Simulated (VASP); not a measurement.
Runs of VASP 6.6.1 on SiC. The structure is that of space group P6_3/mmc (No. 194), or close to it. The cells are those of the table. 

```tsv
level	cell	k mesh	gap on the mesh (eV)	pressure (GPa)
r2SCAN	a = 3.137, b = 3.137, c = 4.933 Å, angles 90.0, 90.0, 120.0°, 4 atoms	9 × 9 × 4	(b)	-0.2
PBE	a = 3.100, b = 3.100, c = 4.771 Å, angles 90.0, 90.0, 120.0°, 4 atoms	9 × 9 × 4	none	14.7
r2SCAN	a = 3.073, b = 3.073, c = 4.832 Å, angles 90.0, 90.0, 120.0°, 4 atoms	9 × 9 × 4	0.28	15.2
PBE	a = 3.196, b = 3.196, c = 4.918 Å, angles 90.0, 90.0, 120.0°, 4 atoms	9 × 9 × 4	none	-5.8
PBE	a = 3.227, b = 3.227, c = 4.966 Å, angles 90.0, 90.0, 120.0°, 4 atoms	9 × 9 × 4	none	-10.9
r2SCAN	a = 3.137, b = 3.137, c = 4.933 Å, angles 90.0, 90.0, 120.0°, 4 atoms	12 × 12 × 6	0.11	-0.2
PBE	a = 3.165, b = 3.165, c = 4.870 Å, angles 90.0, 90.0, 120.0°, 4 atoms	9 × 9 × 4	none	0.1
r2SCAN	a = 3.199, b = 3.199, c = 5.029 Å, angles 90.0, 90.0, 120.0°, 4 atoms	9 × 9 × 4	0.09	(a)
PBE	a = 3.133, b = 3.133, c = 4.821 Å, angles 90.0, 90.0, 120.0°, 4 atoms	9 × 9 × 4	none	6.9
r2SCAN	a = 3.106, b = 3.106, c = 4.883 Å, angles 90.0, 90.0, 120.0°, 4 atoms	9 × 9 × 4	0.23	6.9
PBE	a = 3.137, b = 3.137, c = 4.933 Å, angles 90.0, 90.0, 120.0°, 4 atoms	12 × 12 × 6	none	3.7
r2SCAN	a = 3.168, b = 3.168, c = 4.982 Å, angles 90.0, 90.0, 120.0°, 4 atoms	9 × 9 × 4	0.13	-6.4
```

Alike in all rows: task single point; potentials or basis VASP PAW PBE potentials, release 64 (Si, C); no spin polarisation; cutoff (eV) 520; smearing fermi-dirac 0.02 eV.

Task: Fill in the values left out.

Result: (a) -11.7; (b) 0.18.

Caveats: the PAW data sets were made with another functional, which shifts forces and pressure a little (some runs).

A k mesh can miss the band edges.

A gap of «none» marks levels without a gap at the run's occupations.
